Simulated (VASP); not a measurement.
Runs of VASP 6.6.1 on Ta. The structure is that of space group Fm-3m (No. 225), or close to it. The cells are those of the table. 

```tsv
task	cell	k mesh	cutoff (eV)	gap on the mesh (eV)	pressure (GPa)
single point	a = 2.967 Å, angles 60.0°, 1 atom	15 × 15 × 15	520	none	(b)
single point	a = 2.889 Å, angles 60.0°, 1 atom	15 × 15 × 15	520	none	10.3
single point	a = 3.041 Å, angles 60.0°, 1 atom	15 × 15 × 15	520	none	-18.7
relaxation of cell and atoms	relaxed from a = 2.945 Å, angles 60.0°, 1 atom	13 × 13 × 13	600	none	0.0
single point	a = 2.806 Å, angles 60.0°, 1 atom	15 × 15 × 15	520	none	35.3
single point	a = 2.928 Å, angles 60.0°, 1 atom	13 × 13 × 13	520	none	0.8
single point	a = 2.928 Å, angles 60.0°, 1 atom	15 × 15 × 15	520	none	0.9
single point	a = 2.928 Å, angles 60.0°, 1 atom	21 × 21 × 21	520	none	0.8
single point	a = 2.848 Å, angles 60.0°, 1 atom	15 × 15 × 15	520	none	21.6
single point	a = 3.005 Å, angles 60.0°, 1 atom	15 × 15 × 15	520	none	(a)
```

Alike in all rows: level LDA; potentials or basis VASP PAW LDA potentials, release 64 (Ta_pv); no spin polarisation; smearing fermi-dirac 0.1 eV.

Task: Fill in the values left out.

Result: (a) -13.4; (b) -6.9.

Caveats: spin-orbit coupling is left out, which moves the levels of the heavy elements.

A k mesh can miss the band edges, and the runs leave out spin-orbit coupling on Ta.

A gap of «none» marks levels without a gap at the run's occupations.
